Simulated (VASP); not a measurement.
Wanted: the native input for a VASP 6.6.1 run.

| Quantity | Value |
| --- | --- |
| Task | single point |
| Functional | PBE |
| Potentials or basis | VASP PAW PBE potentials, release 64 (Al) |
| Cutoff | 520 eV |
| k mesh | 18 × 18 × 18 |
| Occupations | gaussian, width 0.1 eV |
| Spin | no spin polarisation |
| Dipole correction | no |
| Further INCAR settings | ALGO = Fast; EDIFF = 1e-06; NBANDS = 14 |

The structure of Al lies in POSCAR:

```
Al
1.0
   -1.4019389000      2.7791388000      4.4660136000
    1.4019389000     -2.7791388000      4.4660136000
    1.4019389000      2.7791388000     -4.4660136000
Al
4
Direct
    0.7426580000      0.0000000000      0.7426580000
    0.2573420000      0.0000000000      0.2573420000
    0.2248460000      0.7248460000      0.5000000000
    0.7751540000      0.2751540000      0.5000000000
```

The input as run:

INCAR

```
PREC = Accurate
ENCUT = 520
EDIFF = 1E-6
ISMEAR = 0
SIGMA = 0.1
LREAL = False
LASPH = True
NELM = 100
ALGO = Fast
ISIF = 2
LWAVE = False
LCHARG = False
GGA = PE
NBANDS = 14
```

KPOINTS

```
Automatic mesh
0
Gamma
  18 18 18
```

Potentials or basis: VASP PAW PBE potentials, release 64 (Al).

Run with:

```console
$ cat potpaw_PBE.64/Al/POTCAR > POTCAR
$ mpirun -np 1 vasp_std > vasp.out
```

It gave:

```
Pressure               : 0.0 GPa
Band gap on the k mesh : zero (band 6 reaches 9.51 eV, above the bottom of band 7 at 4.25 eV)
```

It took 12 min on 1 thread of AMD EPYC 9R45 96-Core Processor (Zen 5), with other jobs on the host, peak memory 0.68 GiB.
